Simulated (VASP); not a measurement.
# InP in VASP: further runs

Runs on InP. Level: PBE. Tasks: single point.

Program: VASP 6.6.1. These are calculated values, not measurements. Logs are shortened: lines on timing, memory, paths and dates and some standing lists are left out, and cuts for length are marked.

### Step 1. The cell of the first run

The cell holds a slab with vacuum, 16 atoms: a = 7.835 Å, b = 5.540 Å, c = 21.876 Å, α = 90.00°, β = 90.00°, γ = 90.00°.

### Step 2. Single point, PBE

Input file INCAR:

```
SYSTEM = InP
ALGO = Normal
DIPOL = 0.5 0.5 0.501
EDIFF = 1E-6
ENCUT = 400
GGA = PE
GGA_COMPAT = .FALSE.
IDIPOL = 3
ISIF = 2
ISMEAR = 0
LASPH = .TRUE.
LCHARG = .FALSE.
LDIPOL = .TRUE.
LREAL = .FALSE.
LWAVE = .FALSE.
NBANDS = 86
NELM = 120
NELMDL = -8
PREC = Accurate
SIGMA = 0.1
```

Input file KPOINTS:

```
k-points
0
G
  3 4 1
  0 0 0
```

Input file POSCAR:

```
InP
1.0
    7.8351968580      0.0000000000      0.0000000000
    0.0000000000      5.5403208302      0.0000000000
    0.0000000000      0.0000000000     21.8763976435
In P
8 8
Direct
    0.2500000000      0.5000000000      0.3656909209
    0.7500000000      0.5000000000      0.3656909209
    0.5000000000      0.0000000000      0.4552303070
    0.0000000000      0.0000000000      0.4552303070
    0.7500000000      0.5000000000      0.5554586964
    0.2500000000      0.5000000000      0.5554586964
    0.0000000000      0.0000000000      0.6295784999
    0.5000000000      0.0000000000      0.6295784999
    0.2500000000      0.0000000000      0.3656909209
    0.7500000000      0.0000000000      0.3656909209
    0.5000000000      0.5000000000      0.4552303070
    0.0000000000      0.5000000000      0.4552303070
    0.7500000000      0.0000000000      0.5476480853
    0.2500000000      0.0000000000      0.5476480853
    0.0000000000      0.5000000000      0.6366461432
    0.5000000000      0.5000000000      0.6366461432
```

Potentials or basis: VASP PAW PBE potentials, release 64 (In_d, P).

Launch:

```console
$ cat potpaw_PBE.64/In_d/POTCAR potpaw_PBE.64/P/POTCAR > POTCAR
$ mpirun -np 1 vasp_std > vasp.out
```

OUTCAR:

```text
SYSTEM = InP
   EDIFF = 1E-6
   ENCUT = 400
   GGA = PE
   ISIF = 2
   ISMEAR = 0
   LASPH = .TRUE.
   LREAL = .FALSE.
   NELM = 120
   NELMDL = -8
   PREC = Accurate

 ion  position               nearest neighbor table
   1  0.250  0.500  0.366-   9 2.77   9 2.77  12 2.77  11 2.77   2 3.92   2 3.92   3 3.92   4 3.92
                             4 3.92   3 3.92
   2  0.750  0.500  0.366-  10 2.77  10 2.77  12 2.77  11 2.77   1 3.92   1 3.92   3 3.92   4 3.92
                             4 3.92   3 3.92
   3  0.500  0.000  0.455-  11 2.77  11 2.77   9 2.77  10 2.77  14 2.82  13 2.82   8 3.81   4 3.92
                             4 3.92   1 3.92   2 3.92   2 3.92   1 3.92
   4  0.000  0.000  0.455-  12 2.77  12 2.77   9 2.77  10 2.77  14 2.82  13 2.82   7 3.81   3 3.92
                             3 3.92   1 3.92   2 3.92   2 3.92   1 3.92
   5  0.750  0.500  0.555-  15 2.64  16 2.64  13 2.78  13 2.78  11 2.94  12 2.94   7 3.76   7 3.76
                             8 3.76   8 3.76   6 3.92   6 3.92
   6  0.250  0.500  0.555-  15 2.64  16 2.64  14 2.78  14 2.78  11 2.94  12 2.94   7 3.76   7 3.76
                             8 3.76   8 3.76   5 3.92   5 3.92
   7  0.000  0.000  0.630-  13 2.66  14 2.66  15 2.77  15 2.77   5 3.76   5 3.76   6 3.76   6 3.76
                             4 3.81   8 3.92   8 3.92
   8  0.500  0.000  0.630-  13 2.66  14 2.66  16 2.77  16 2.77   5 3.76   5 3.76   6 3.76   6 3.76
                             3 3.81   7 3.92   7 3.92
   9  0.250  0.000  0.366-   1 2.77   1 2.77   4 2.77   3 2.77
  10  0.750  0.000  0.366-   2 2.77   2 2.77   4 2.77   3 2.77
  11  0.500  0.500  0.455-   3 2.77   3 2.77   1 2.77   2 2.77   6 2.94   5 2.94
  12  0.000  0.500  0.455-   4 2.77   4 2.77   1 2.77   2 2.77   6 2.94   5 2.94
  13  0.750  0.000  0.548-   7 2.66   8 2.66   5 2.78   5 2.78   3 2.82   4 2.82
  14  0.250  0.000  0.548-   7 2.66   8 2.66   6 2.78   6 2.78   3 2.82   4 2.82
  15  0.000  0.500  0.637-   5 2.64   6 2.64   7 2.77   7 2.77
  16  0.500  0.500  0.637-   5 2.64   6 2.64   8 2.77   8 2.77
[... 8 lines left out ...]
 A1 = (   0.0000000000,  -5.5403208302,   0.0000000000)
 A2 = (   7.8351968580,   0.0000000000,   0.0000000000)
 A3 = (   0.0000000000,   0.0000000000,  21.8763976435)

Analysis of symmetry for initial positions (statically):
=====================================================================
 Subroutine PRICEL returns following result:

  LATTYP: Found a simple orthorhombic cell.
 ALAT       =     3.9175984290
 B/A-ratio  =     1.4142135624
 C/A-ratio  =     5.5841347805

  Lattice vectors:

 A1 = (   3.9175984290,   0.0000000000,   0.0000000000)
 A2 = (   0.0000000000,   5.5403208302,   0.0000000000)
 A3 = (   0.0000000000,   0.0000000000,  21.8763976435)

   2 primitive cells build up your supercell.

 Routine SETGRP: Setting up the symmetry group for a
 simple orthorhombic supercell.

 Subroutine GETGRP returns: Found  4 space group operations
 (whereof  4 operations were pure point group operations)
 out of a pool of  8 trial point group operations.

The static configuration has the point symmetry C_2v.

Analysis of symmetry for dynamics (positions and initial velocities):
=====================================================================
 Subroutine PRICEL returns following result:

  LATTYP: Found a simple orthorhombic cell.
 ALAT       =     3.9175984290
 B/A-ratio  =     1.4142135624
 C/A-ratio  =     5.5841347805

  Lattice vectors:

 A1 = (   3.9175984290,   0.0000000000,   0.0000000000)
 A2 = (   0.0000000000,   5.5403208302,   0.0000000000)
 A3 = (   0.0000000000,   0.0000000000,  21.8763976435)

   2 primitive cells build up your supercell.

 Routine SETGRP: Setting up the symmetry group for a
 simple orthorhombic supercell.

 Subroutine GETGRP returns: Found  4 space group operations
 (whereof  4 operations were pure point group operations)
 out of a pool of  8 trial point group operations.

The dynamic configuration has the point symmetry C_2v.

 Subroutine INISYM returns: Found  4 space group operations
 (whereof  4 operations are pure point group operations),
 and found     2 'primitive' translations

[... 36 lines left out ...]

 KPOINTS: k-points

Automatic generation of k-mesh.
 Grid dimensions read from file:
 generate k-points for:    3    4    1

 Generating k-lattice:

  Cartesian coordinates                     Fractional coordinates (reciprocal lattice)
     0.042543071  0.000000000  0.000000000     0.333333333  0.000000000  0.000000000
     0.000000000  0.045123741  0.000000000     0.000000000  0.250000000  0.000000000
     0.000000000  0.000000000  0.045711365     0.000000000  0.000000000  1.000000000

  Length of vectors
     0.042543071  0.045123741  0.045711365

  Shift w.r.t. Gamma in fractional coordinates (k-lattice)
     0.000000000  0.000000000  0.000000000

 Subroutine IBZKPT returns following result:
 ===========================================

 Found      6 irreducible k-points:

 Following reciprocal coordinates:
            Coordinates               Weight
  0.000000  0.000000  0.000000      1.000000
  0.333333  0.000000  0.000000      2.000000
  0.000000  0.250000  0.000000      2.000000
  0.333333  0.250000  0.000000      4.000000
  0.000000  0.500000  0.000000      1.000000
  0.333333  0.500000  0.000000      2.000000
   k-points           NKPTS =      6   k-points in BZ     NKDIM =      6   number of bands    NBANDS=     86
   number of dos      NEDOS =    301   number of ions     NIONS =     16
   total plane-waves  NPLWV = 279936
   dimension x,y,z NGX =    54 NGY =   36 NGZ =  144
   dimension x,y,z NGXF=   108 NGYF=   72 NGZF=  288
   ions per type =               8   8
   NGX,Y,Z   is equivalent  to a cutoff of  11.46, 10.80, 10.94 a.u.
   NGXF,Y,Z  is equivalent  to a cutoff of  22.92, 21.60, 21.89 a.u.
 SYSTEM =  InP
   PREC   = accura    normal or accurate (medium, high low for compatibility)
   ISTART =      0    job   : 0-new  1-cont  2-samecut
   ICHARG =      2    charge: 1-file 2-atom 10-const
   ISPIN  =      1    spin polarized calculation?
   LNONCOLLINEAR =      F non collinear calculations
   LSORBIT =      F    spin-orbit coupling
   LASPH  =      T    aspherical Exc in radial PAW
   ENCUT  =  400.0 eV  29.40 Ry    5.42 a.u.  12.78  9.03 35.67*2*pi/ulx,y,z
   NELM   =    120;   NELMIN=  2; NELMDL= -8     # of ELM steps
   EDIFF  = 0.1E-05   stopping-criterion for ELM
   LREAL  =      F    real-space projection
   EDIFFG = 0.1E-04   stopping-criterion for IOM
   NSW    =      0    number of steps for IOM
   IBRION =     -1    ionic relax: 0-MD 1-quasi-New 2-CG
   NFREE  =      0    steps in history (QN), initial steepest desc. (CG)
   ISIF   =      2    stress and relaxation
   ISYM   =      2    0-nonsym 1-usesym 2-fastsym
   POTIM  = 0.5000    time-step for ionic-motion
   TEBEG  =    0.0;   TEEND  =   0.0 temperature during run
   PSTRESS=    0.0 pullay stress
   NELECT =     144.0000    total number of electrons
   NUPDOWN=      -1.0000    fix difference up-down
   EMIN   =  10.00;   EMAX   =-10.00  energy-range for DOS
   EFERMI =   0.00;   METHOD = LEGACY
   ISMEAR =     0;   SIGMA  =   0.10  broadening in eV -4-tet -1-fermi 0-gaus
   EFERMI_NEDOS =   21; number of points for ismear=-14 and -15
   IALGO  =     38    algorithm
   IMIX   =      4    mixing-type and parameters
     AMIX     =   0.40;   BMIX     =  1.00
     AMIX_MAG =   1.60;   BMIX_MAG =  1.00
  volume/ion in A,a.u.               =      59.35       400.53
  Fermi-wavevector in a.u.,A,eV,Ry     =   0.872989  1.649710 10.369134  0.762110
  Thomas-Fermi vector in A             =   1.992316
   LORBIT       =      0    0 simple, 1 ext, 2 COOP (PROOUT), +10 PAW based schemes
   GGA     = PE    functional components
   LHFCALC =     F    Hartree Fock is set to
   AEXX    =    0.0000 exact exchange contribution
   IVDW    =     0    specifies the selected vdW correction
   LEPSILON=     F    determine dielectric tensor
   LRPA    =     F    only Hartree local field effects (RPA)
 non-spin polarized calculation
 Gauss-broadening in eV      SIGMA  =   0.10
  energy-cutoff  :      400.00
  volume of cell :      949.64
 maximum number of plane-waves:     17314
 NGX is ok and might be reduce to    54

 dipolmoment           0.000000      0.000000     -0.026250 electrons x Angstroem

 number of electron     143.9999952 magnetization

 dipolmoment           0.000000      0.000000      0.015940 electrons x Angstroem

 Free energy of the ion-electron system (eV)
  ---------------------------------------------------
  ext. energy  EPLUGINS =         0.00000000
  ---------------------------------------------------
  free energy    TOTEN  =       -60.26876687 eV

  energy without entropy =      -60.23946999  energy(sigma->0) =      -60.25411843

 E-fermi :  -0.3398     XC(G=0):  -4.4883

 val. band max:       -0.3409336277   @ k =   0.0000   0.5000   0.0000
 cond. band min:      -0.2781424974   @ k =   0.3333   0.0000   0.0000
 fundamental gap:      0.0627911302
 Fermi energy:        -0.3398058216

 k-point     1 :       0.0000    0.0000    0.0000
  band No.  band energies     occupation
      1     -15.0063      2.00000
      2     -14.9608      2.00000
      3     -14.9208      2.00000
      4     -14.8626      2.00000
      5     -14.8614      2.00000
      6     -14.8581      2.00000
[... 511 lines left out ...]
     83       3.0071      0.00000
     84       3.0264      0.00000
 [bands above 84 left out]

------------------------ aborting loop because EDIFF is reached ----------------------------------------

 vacuum level on the upper side and lower side of the slab       (xc-potential included)        -0.108        -0.172

  FORCE on cell =-STRESS in cart. coord.  units (eV):
  Direction    XX          YY          ZZ          XY          YZ          ZX
  --------------------------------------------------------------------------------------
  -------------------------------------------------------------------------------------
  Total       -2.2019428    -12.7765558     -4.2730080      0.0000000      0.0000000      0.0000000
  in kB       -3.7149757    -21.5557800     -7.2091432      0.0000000      0.0000000      0.0000000
  external PRESSURE =     -10.8266329 kB  Pullay stress =       0.0000000 kB

 VOLUME and BASIS-vectors are now :
 -----------------------------------------------------------------------------
  energy-cutoff  :      400.00
  volume of cell :      949.64
      direct lattice vectors                 reciprocal lattice vectors
     7.835196858  0.000000000  0.000000000     0.127629212  0.000000000  0.000000000
     0.000000000  5.540320830  0.000000000     0.000000000  0.180494962  0.000000000
     0.000000000  0.000000000 21.876397643     0.000000000  0.000000000  0.045711365

 POSITION                                       TOTAL-FORCE (eV/Angst)
 -----------------------------------------------------------------------------------
      1.95880      2.77016      8.00000         0.000000      0.000000      0.682156
      5.87640      2.77016      8.00000         0.000000      0.000000      0.682156
      3.91760      0.00000      9.95880         0.000000      0.000000     -0.776676
      0.00000      0.00000      9.95880         0.000000      0.000000     -0.776676
      5.87640      2.77016     12.15144        -0.000000     -0.000000     -0.001750
      1.95880      2.77016     12.15144         0.000000     -0.000000     -0.001750
[... 8 lines left out ...]
      0.00000      2.77016     13.92752        -0.000000      0.000000      0.006921
      3.91760      2.77016     13.92752         0.000000      0.000000      0.006921
 -----------------------------------------------------------------------------------
    total drift:                                0.000000      0.000000     -0.002560

  FREE ENERGIE OF THE ION-ELECTRON SYSTEM (eV)
  ---------------------------------------------------
  free  energy   TOTEN  =       -60.2687668674 eV

  energy  without entropy=      -60.2394699872  energy(sigma->0) =      -60.25411843

 vacuum level on the upper side and lower side of the slab         4.112         4.047
```

It took 8 min on 1 thread of AMD EPYC 9R45 (Zen 5), shared host; peak memory 0.69 GiB.

Results:

```yaml
Free_energy: -60.2688 eV
Largest_force: 0.777 eV/Å
Band_gap_on_the_k_mesh: zero (bands 72 and 73 overlap by 0.85 eV)
```

Forces in eV/Å, atoms in the order of the input:
```
In   0.000  0.000  0.682
In   0.000  0.000  0.682
In   0.000  0.000 -0.777
In   0.000  0.000 -0.777
In   0.000  0.000 -0.002
In   0.000  0.000 -0.002
In   0.000  0.000 -0.013
In   0.000  0.000 -0.013
P    0.000  0.000  0.348
P    0.000  0.000  0.348
P    0.000  0.000 -0.237
P    0.000  0.000 -0.237
P    0.000  0.000 -0.008
P    0.000  0.000 -0.008
P    0.000  0.000  0.007
P    0.000  0.000  0.007
```

Caveat: spin-orbit coupling is left out, which moves the levels of the heavy elements.

### Step 3. Single point, PBE

This run uses another cell than the first one: it holds 32 atoms, not 16.

Input file INCAR:

```
SYSTEM = InP
PREC = Accurate
ENCUT = 520
EDIFF = 1E-6
ISMEAR = 0
SIGMA = 0.1
LREAL = Auto
LASPH = .True.
NELM = 80
ALGO = Normal
ISIF = 2
LWAVE = .False.
LCHARG = .False.
LDIPOL = .True.
IDIPOL = 3
DIPOL = 0.5 0.5 0.501
GGA = PE
NBANDS = 166
KPAR = 2
NCORE = 2
```

Input file KPOINTS:

```
Automatic mesh
0
Gamma
  3 2 1
  0 0 0
```

Input file POSCAR:

```
InP
1.0
    7.8351968611      0.0000000000      0.0000000000
    0.0000000000     11.0806416648      0.0000000000
    0.0000000000      0.0000000000     21.8763976458
In P
16 16
Direct
    0.2500000000      0.2500000000      0.3656909209
    0.2500000000      0.7500000000      0.3656909209
    0.7500000000      0.2500000000      0.3656909209
    0.7500000000      0.7500000000      0.3656909209
    0.5000000000      0.5000000000      0.4552303070
    0.5000000000      0.0000000000      0.4552303070
    0.0000000000      0.5000000000      0.4552303070
    0.0000000000      0.0000000000      0.4552303070
    0.7500000000      0.7500000000      0.5554585289
    0.7500000000      0.2500000000      0.5554585289
    0.2500000000      0.7500000000      0.5554585289
    0.2500000000      0.2500000000      0.5554585289
    0.0000000000      0.0000000000      0.6295784937
    0.0000000000      0.5000000000      0.6295784937
    0.5000000000      0.0000000000      0.6295784937
    0.5000000000      0.5000000000      0.6295784937
    0.2500000000      0.5000000000      0.3656909209
    0.2500000000      0.0000000000      0.3656909209
    0.7500000000      0.5000000000      0.3656909209
    0.7500000000      0.0000000000      0.3656909209
    0.5000000000      0.7500000000      0.4552303070
    0.5000000000      0.2500000000      0.4552303070
    0.0000000000      0.7500000000      0.4552303070
    0.0000000000      0.2500000000      0.4552303070
    0.7500000000      0.0000000000      0.5476478066
    0.7500000000      0.5000000000      0.5476478066
    0.2500000000      0.0000000000      0.5476478066
    0.2500000000      0.5000000000      0.5476478066
    0.0000000000      0.2500000000      0.6366459443
    0.0000000000      0.7500000000      0.6366459443
    0.5000000000      0.2500000000      0.6366459443
    0.5000000000      0.7500000000      0.6366459443
```

Potentials or basis: VASP PAW PBE potentials, release 64 (In_d, P).

Launch:

```console
$ cat potpaw_PBE.64/In_d/POTCAR potpaw_PBE.64/P/POTCAR > POTCAR
$ mpirun -np 4 vasp_std > vasp.out
```

OUTCAR:

```text
SYSTEM = InP
   PREC = Accurate
   ENCUT = 520
   EDIFF = 1E-6
   ISMEAR = 0
   LREAL = Auto
   LASPH = .True.
   NELM = 80
   ISIF = 2
   GGA = PE

 ion  position               nearest neighbor table
   1  0.250  0.250  0.366-  17 2.77  18 2.77  22 2.77  24 2.77   5 3.92   6 3.92   7 3.92   8 3.92
                             3 3.92   3 3.92
   2  0.250  0.750  0.366-  17 2.77  18 2.77  21 2.77  23 2.77   5 3.92   6 3.92   7 3.92   8 3.92
                             4 3.92   4 3.92
   3  0.750  0.250  0.366-  19 2.77  20 2.77  22 2.77  24 2.77   5 3.92   6 3.92   7 3.92   8 3.92
                             1 3.92   1 3.92
[... 902 lines left out ...]
  external PRESSURE =     -10.8918744 kB  Pullay stress =       0.0000000 kB

 VOLUME and BASIS-vectors are now :
 -----------------------------------------------------------------------------
  energy-cutoff  :      520.00
  volume of cell :     1899.29
      direct lattice vectors                 reciprocal lattice vectors
     7.835196861  0.000000000  0.000000000     0.127629212  0.000000000  0.000000000
     0.000000000 11.080641665  0.000000000     0.000000000  0.090247481  0.000000000
     0.000000000  0.000000000 21.876397646     0.000000000  0.000000000  0.045711365

 POSITION                                       TOTAL-FORCE (eV/Angst)
 -----------------------------------------------------------------------------------
      1.95880      2.77016      8.00000         0.000000      0.000000      0.664125
      1.95880      8.31048      8.00000         0.000000      0.000000      0.664125
      5.87640      2.77016      8.00000        -0.000000      0.000000      0.664125
      5.87640      8.31048      8.00000        -0.000000      0.000000      0.664125
      3.91760      5.54032      9.95880         0.000000      0.000000     -0.782225
      3.91760      0.00000      9.95880        -0.000000     -0.000000     -0.782225
[... 24 lines left out ...]
      3.91760      2.77016     13.92752        -0.000000      0.000000      0.012021
      3.91760      8.31048     13.92752        -0.000000     -0.000000      0.012021
 -----------------------------------------------------------------------------------
    total drift:                                0.000000      0.000000     -0.182446

  FREE ENERGIE OF THE ION-ELECTRON SYSTEM (eV)
  ---------------------------------------------------
  free  energy   TOTEN  =      -120.5589209164 eV

  energy  without entropy=     -120.5003450330  energy(sigma->0) =     -120.52963297

 vacuum level on the upper side and lower side of the slab         4.100         4.034
```

Run time: 31 min. Hardware: 4 MPI ranks of Intel Xeon Platinum 8259CL at 2.50GHz (Skylake/Cascade Lake), shared host; peak memory 1.1 GiB.

Results:

```
Free energy            : -120.5589 eV
Largest force          : 0.782 eV/Å
Band gap on the k mesh : zero (bands 144 and 145 overlap by 0.21 eV)
```

Forces on the atoms (eV/Å):
```
In   0.000  0.000  0.664
In   0.000  0.000  0.664
In   0.000  0.000  0.664
In   0.000  0.000  0.664
In   0.000  0.000 -0.782
In   0.000  0.000 -0.782
In   0.000  0.000 -0.782
In   0.000  0.000 -0.782
In   0.000  0.000 -0.009
In   0.000  0.000 -0.009
In   0.000  0.000 -0.009
In   0.000  0.000 -0.009
In   0.000  0.000 -0.006
In   0.000  0.000 -0.006
In   0.000  0.000 -0.006
In   0.000  0.000 -0.006
P    0.000  0.000  0.355
P    0.000  0.000  0.355
P    0.000  0.000  0.355
P    0.000  0.000  0.355
P    0.000  0.000 -0.230
P    0.000  0.000 -0.230
P    0.000  0.000 -0.230
P    0.000  0.000 -0.230
P    0.000  0.000 -0.003
P    0.000  0.000 -0.003
P    0.000  0.000 -0.003
P    0.000  0.000 -0.003
P    0.000  0.000  0.012
P    0.000  0.000  0.012
P    0.000  0.000  0.012
P    0.000  0.000  0.012
```

Caveat: spin-orbit coupling is left out, which moves the levels of the heavy elements.

The gap in the log of VASP goes by the Fermi energy; the results here count the filled bands.